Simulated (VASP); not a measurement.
# Mn (P6_3/mmc) in VASP: relaxation of cell and atoms with PBEsol

Aim: the relaxation of cell and atoms of Mn with PBEsol.

All numbers are computed with VASP 6.6.1; they aren't measurements. Logs are shortened: lines on timing, memory, paths and dates and some standing lists are left out, and cuts for length are marked.

**1. The cell of the first run**

Symmetry: P6_3/mmc, No. 194, hexagonal system. Conventional cell: a = 2.447 Å, b = 2.447 Å, c = 3.981 Å, α = 90.00°, β = 90.00°, γ = 120.00°. Mn (site symmetry -6m2) has 12 Mn at 2.44 to 2.45 Å within 3.2 Å.

This isn't the form of Mn at room conditions, which is a 58-atom cubic cell.

**2. Relaxation of cell and atoms, PBEsol**

File INCAR:

```
SYSTEM = Mn
  PREC = Accurate
  ENCUT = 600
  EDIFF = 1E-6
  ISMEAR = 0
  SIGMA = 0.1
  LREAL = .FALSE.
  LASPH = .TRUE.
  NELM = 60
  ALGO = Normal
  ISIF = 3
  LWAVE = .FALSE.
  LCHARG = .FALSE.
  GGA = PS
  IBRION = 2
  NSW = 80
  EDIFFG = -0.01
```

File KPOINTS:

```
Automatic mesh
0
G
  18 18 10
  0 0 0
```

File POSCAR:

```
Mn
1.0
    2.4474850082      0.0000000000      0.0000000000
   -1.2237425041      2.1195841925      0.0000000000
    0.0000000000      0.0000000000      3.9808717097
Mn
2
Direct
    0.3333333333      0.6666666667      0.2500000000
    0.6666666667      0.3333333333      0.7500000000
```

Potentials or basis: VASP PAW PBE potentials, release 64 (Mn_pv).

Run with:

```console
cat potpaw_PBE.64/Mn_pv/POTCAR > POTCAR
mpirun -np 1 vasp_std > vasp.out
```

OUTCAR:

```text
SYSTEM = Mn
   PREC = Accurate
   ENCUT = 600
   EDIFF = 1E-6
   ISMEAR = 0
   LREAL = .FALSE.
   LASPH = .TRUE.
   NELM = 60
   ISIF = 3
   GGA = PS
   IBRION = 2
   NSW = 80
   EDIFFG = -0.01

 ion  position               nearest neighbor table
   1  0.333  0.667  0.250-   2 2.44   2 2.44   2 2.44   2 2.44   2 2.44   2 2.44
   2  0.667  0.333  0.750-   1 2.44   1 2.44   1 2.44   1 2.44   1 2.44   1 2.44

  LATTYP: Found a hexagonal cell.
 ALAT       =     2.4474850082
 C/A-ratio  =     1.6265152581

  Lattice vectors:

 A1 = (   2.4474850082,   0.0000000000,   0.0000000000)
 A2 = (  -1.2237425041,   2.1195841925,   0.0000000000)
 A3 = (   0.0000000000,   0.0000000000,   3.9808717097)

Analysis of symmetry for initial positions (statically):
=====================================================================
 Subroutine PRICEL returns:
 Original cell was already a primitive cell.

 Routine SETGRP: Setting up the symmetry group for a
 hexagonal supercell.

 Subroutine GETGRP returns: Found 24 space group operations
 (whereof 12 operations were pure point group operations)
 out of a pool of 24 trial point group operations.

The static configuration has the point symmetry D_3d.
 The point group associated with its full space group is D_6h.

Analysis of symmetry for dynamics (positions and initial velocities):
=====================================================================
 Subroutine PRICEL returns:
 Original cell was already a primitive cell.

 Routine SETGRP: Setting up the symmetry group for a
 hexagonal supercell.

 Subroutine GETGRP returns: Found 24 space group operations
 (whereof 12 operations were pure point group operations)
 out of a pool of 24 trial point group operations.

The dynamic configuration has the point symmetry D_3d.
 The point group associated with its full space group is D_6h.

 Subroutine INISYM returns: Found 24 space group operations
 (whereof 12 operations are pure point group operations),
 and found     1 'primitive' translations

----------------------------------------------------------------------------------------

                                     Primitive cell

[... 90 lines left out ...]
   EDIFF  = 0.1E-05   stopping-criterion for ELM
   LREAL  =      F    real-space projection
   EDIFFG = -.1E-01   stopping-criterion for IOM
   NSW    =     80    number of steps for IOM
   IBRION =      2    ionic relax: 0-MD 1-quasi-New 2-CG
   NFREE  =      1    steps in history (QN), initial steepest desc. (CG)
   ISIF   =      3    stress and relaxation
   ISYM   =      2    0-nonsym 1-usesym 2-fastsym
   POTIM  = 0.5000    time-step for ionic-motion
   TEBEG  =    0.0;   TEEND  =   0.0 temperature during run
   PSTRESS=    0.0 pullay stress
   NELECT =      26.0000    total number of electrons
   NUPDOWN=      -1.0000    fix difference up-down
   EMIN   =  10.00;   EMAX   =-10.00  energy-range for DOS
   EFERMI =   0.00;   METHOD = LEGACY
   ISMEAR =     0;   SIGMA  =   0.10  broadening in eV -4-tet -1-fermi 0-gaus
   EFERMI_NEDOS =   21; number of points for ismear=-14 and -15
   IALGO  =     38    algorithm
   IMIX   =      4    mixing-type and parameters
     AMIX     =   0.40;   BMIX     =  1.00
     AMIX_MAG =   1.60;   BMIX_MAG =  1.00
  volume/ion in A,a.u.               =      10.33        69.68
  Fermi-wavevector in a.u.,A,eV,Ry     =   1.767732  3.340528 42.516504  3.124875
  Thomas-Fermi vector in A             =   2.835059
   LORBIT       =      0    0 simple, 1 ext, 2 COOP (PROOUT), +10 PAW based schemes
   GGA     = PS    functional components
   LHFCALC =     F    Hartree Fock is set to
   AEXX    =    0.0000 exact exchange contribution
   IVDW    =     0    specifies the selected vdW correction
   LEPSILON=     F    determine dielectric tensor
   LRPA    =     F    only Hartree local field effects (RPA)
 conjugate gradient relaxation of ions
 non-spin polarized calculation
 Gauss-broadening in eV      SIGMA  =   0.10
  energy-cutoff  :      600.00
  volume of cell :       20.65
 maximum number of plane-waves:       706
 NGX is ok and might be reduce to    20
   NGX =  9   NGY =  9   NGZ = 15

--------------------------------------- Ionic step        1  -------------------------------------------

 number of electron      26.0000009 magnetization

 Free energy of the ion-electron system (eV)
  ---------------------------------------------------
  ext. energy  EPLUGINS =         0.00000000
  ---------------------------------------------------
  free energy    TOTEN  =       -19.41998958 eV

  energy without entropy =      -19.40583070  energy(sigma->0) =      -19.41291014

------------------------ aborting loop because EDIFF is reached ----------------------------------------

  FORCE on cell =-STRESS in cart. coord.  units (eV):
  Direction    XX          YY          ZZ          XY          YZ          ZX
  --------------------------------------------------------------------------------------
  -------------------------------------------------------------------------------------
  Total        0.0604071      0.0604071     -0.2311823     -0.0000000     -0.0000000      0.0000000
  in kB        4.6865131      4.6865131    -17.9356145     -0.0000000     -0.0000000      0.0000000
  external PRESSURE =      -2.8541961 kB  Pullay stress =       0.0000000 kB
[... 131 lines left out ...]
--------------------------------------- Ionic step        5  -------------------------------------------

 number of electron      26.0000006 magnetization

 Free energy of the ion-electron system (eV)
  ---------------------------------------------------
  ext. energy  EPLUGINS =         0.00000000
  ---------------------------------------------------
  free energy    TOTEN  =       -19.42059776 eV

  energy without entropy =      -19.40627363  energy(sigma->0) =      -19.41343570

 E-fermi :  10.7829     XC(G=0): -14.4405

 val. band max:       10.7797120017   @ k =   0.2778   0.2778   0.5000
 cond. band min:      10.7834706467   @ k =   0.2778   0.1667   0.5000
 fundamental gap:      0.0037586450
 Fermi energy:        10.7828531783

 k-point     1 :       0.0000    0.0000    0.0000
  band No.  band energies     occupation
      1     -37.4077      2.00000
      2     -36.6410      2.00000
      3     -36.6410      2.00000
      4     -36.5208      2.00000
      5     -36.5208      2.00000
      6     -36.5100      2.00000
[... 457 lines left out ...]
      4     -36.8691      2.00000
      5     -36.7198      2.00000
      6     -36.6749      2.00000
[... 9 lines left out ...]
     16      12.7715      0.00000
     17      14.4401      0.00000

 [... further k-points ...]
[... 5 lines left out ...]
  --------------------------------------------------------------------------------------
  -------------------------------------------------------------------------------------
  Total       -0.0055113     -0.0055113     -0.0128470      0.0000000      0.0000000      0.0000000
  in kB       -0.4280895     -0.4280895     -0.9978773      0.0000000      0.0000000      0.0000000
  external PRESSURE =      -0.6180188 kB  Pullay stress =       0.0000000 kB
[... 17 lines left out ...]
  FREE ENERGIE OF THE ION-ELECTRON SYSTEM (eV)
  ---------------------------------------------------
  free  energy   TOTEN  =       -19.4205977645 eV

  energy  without entropy=      -19.4062736296  energy(sigma->0) =      -19.41343570

 reached required accuracy - stopping structural energy minimisation
```

OSZICAR:

```text
N       E                     dE             d eps       ncg     rms          rms(c)
DAV:   1     0.251811739729E+03    0.25181E+03   -0.17609E+04  7604   0.238E+03
[... 35 lines left out ...]
       N       E                     dE             d eps       ncg     rms          rms(c)
DAV:   1    -0.194223476022E+02   -0.18100E-02   -0.32170E-02  7812   0.260E+00    0.364E-01
DAV:   2    -0.194206897445E+02    0.16579E-02   -0.13042E-02  7860   0.137E+00    0.822E-02
DAV:   3    -0.194206060812E+02    0.83663E-04   -0.39245E-04  7828   0.266E-01    0.362E-02
DAV:   4    -0.194205965766E+02    0.95046E-05   -0.39570E-05  8276   0.654E-02    0.938E-03
DAV:   5    -0.194205980111E+02   -0.14345E-05   -0.72499E-06  7659   0.342E-02    0.456E-03
DAV:   6    -0.194205977645E+02    0.24661E-06   -0.21446E-06  5710   0.190E-02
   5 F= -.19420598E+02 E0= -.19413436E+02  d E =-.236992E-04
```

CONTCAR:

```text
Mn
   1.00000000000000
     2.4513602688399878   -0.0000000000000000    0.0000000000000000
    -1.2256801344199939    2.1229402666605970    0.0000000000000000
     0.0000000000000000   -0.0000000000000000    3.9635907461231001
  Mn
     2
Direct
     0.3333333332999970    0.6666666667000030    0.2500000000000000
     0.6666666667000030    0.3333333332999970    0.7500000000000000

  0.00000000E+00  0.00000000E+00  0.00000000E+00
  0.00000000E+00  0.00000000E+00  0.00000000E+00
```

Wall time 1.7 min (1 thread of Intel Xeon Platinum 8559C (Emerald Rapids), shared host); peak memory 0.2 GiB.

What came out:

| Item | Value |
| --- | --- |
| Free energy | -19.4206 eV |
| Relaxed volume | 10.31 Å³/atom |
| Relaxed cell | a = 2.451 Å, b = 2.451 Å, c = 3.964 Å, α = 90.00°, β = 90.00°, γ = 120.00° |
| Space group after relaxing (to 0.1 Å) | P6_3/mmc (No. 194) |
| Energy gained by relaxing | 0.3 meV/atom |
| Ionic steps | 5 |
| Pressure after relaxing | -0.1 GPa |
| Band gap on the k mesh | zero (bands 13 and 14 overlap by 2.30 eV) |

Step by step:
| step | energy change (eV) | largest force (eV/Å) | pressure (GPa) | volume (Å³) |
| --- | --- | --- | --- | --- |
| 1 | 0.0000 | 0.0000 | -0.29 | 20.65 |
| 2 | -0.0005 | 0.0000 | 0.47 | 20.60 |
| 3 | -0.0006 | 0.0000 | 0.32 | 20.61 |
| 4 | -0.0005 | 0.0000 | -0.40 | 20.66 |
| 5 | -0.0006 | 0.0000 | -0.06 | 20.63 |

Final structure:
```
Mn
1.0
     2.45136    0.00000    0.00000
    -1.22568    2.12294    0.00000
     0.00000    0.00000    3.96359
Mn
2
Direct
  0.33333 0.66667 0.25000
  0.66667 0.33333 0.75000
```

Caveat: the PAW data sets were made with another functional, which shifts forces and pressure a little; the run has no spin polarisation, though such a crystal can be magnetic. Spin polarisation is off, so any magnetic state and its effect on volume and gap are missing.
